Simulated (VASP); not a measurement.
A run of VASP 6.6.1 is set up as follows.

Contents of INCAR:

```
SYSTEM = BaTe
  PREC = Accurate
  ENCUT = 520
  EDIFF = 1E-8
  ISMEAR = 0
  SIGMA = 0.01
  LREAL = .FALSE.
  LASPH = .TRUE.
  NELM = 60
  ALGO = Normal
  ISIF = 2
  LWAVE = .FALSE.
  LCHARG = .TRUE.
  METAGGA = R2SCAN
  LMIXTAU = .TRUE.
  NBANDS = 15
  IBRION = 6
  NFREE = 2
  POTIM = 0.015
  NSW = 1
```

KPOINTS

```
regular mesh
0
G
  6 6 6
  0 0 0
```

Contents of POSCAR:

```
BaTe
1.0
    3.5312153233      3.5312153233      0.0000000000
   -3.5312153233      3.5312153233      0.0000000000
    0.0000000000      3.5312153233      3.5312153233
Ba Te
1 1
Direct
    0.0000000000      0.0000000000      0.0000000000
    0.5000000000      0.5000000000      0.0000000000
```

Potentials or basis: VASP PAW PBE potentials, release 64 (Ba_sv, Te).

The run is started by

```console
$ cat potpaw_PBE.64/Ba_sv/POTCAR potpaw_PBE.64/Te/POTCAR > POTCAR
$ mpirun -np 1 vasp_std > vasp.out
```

Problem. What does it give for the highest phonon frequency at Γ, LO-TO splitting left out?

Solution. 96 cm⁻¹.

Phonon frequencies in cm⁻¹ (negative: imaginary):
```csv
q point,frequencies
"(0.000, 0.000, 0.000)",0 0 0 96 96 96
```
